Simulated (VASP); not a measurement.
SiC, 4 atoms in the cell. It takes space group P6_3mc (No. 186, hexagonal). The conventional cell has a = 2.979 Å, b = 2.979 Å, c = 5.280 Å, α = 90.00°, β = 90.00°, γ = 120.00°. Within 2.4 Å of Si (site symmetry 3m) lie 4 C at 1.84 to 1.98 Å. Within 2.4 Å of C (site symmetry 3m) lie 4 Si at 1.84 to 1.98 Å.  This cell differs from its parent crystal: c/a of the conventional cell at fixed volume 1.7726.

- Program: VASP 6.6.1
- Task: single point
- Functional: LDA
- Potentials or basis: VASP PAW LDA potentials, release 64 (Si, C)
- Cutoff: 520 eV
- k mesh: 12 × 12 × 6
- Occupations: gaussian, width 0.05 eV
- Spin: no spin polarisation
- Dipole correction: no
- Further INCAR settings: ALGO = Normal; EDIFF = 1e-06; NBANDS = 16

Potentials or basis: VASP PAW LDA potentials, release 64 (Si, C).

The run is started by

```console
$ cat potpaw_LDA.64/Si/POTCAR potpaw_LDA.64/C/POTCAR > POTCAR
$ mpirun -np 1 vasp_std > vasp.out
```

Hardware: 1 thread of Intel(R) Xeon(R) 6975P-C (Granite Rapids) (shared host).

Problem. How long does it take, and how much memory?

Solution. It took 17 s on 1 thread of Intel(R) Xeon(R) 6975P-C (Granite Rapids), with other jobs on the host, peak memory 0.16 GiB. Counts: scf iterations 12, k points 76.
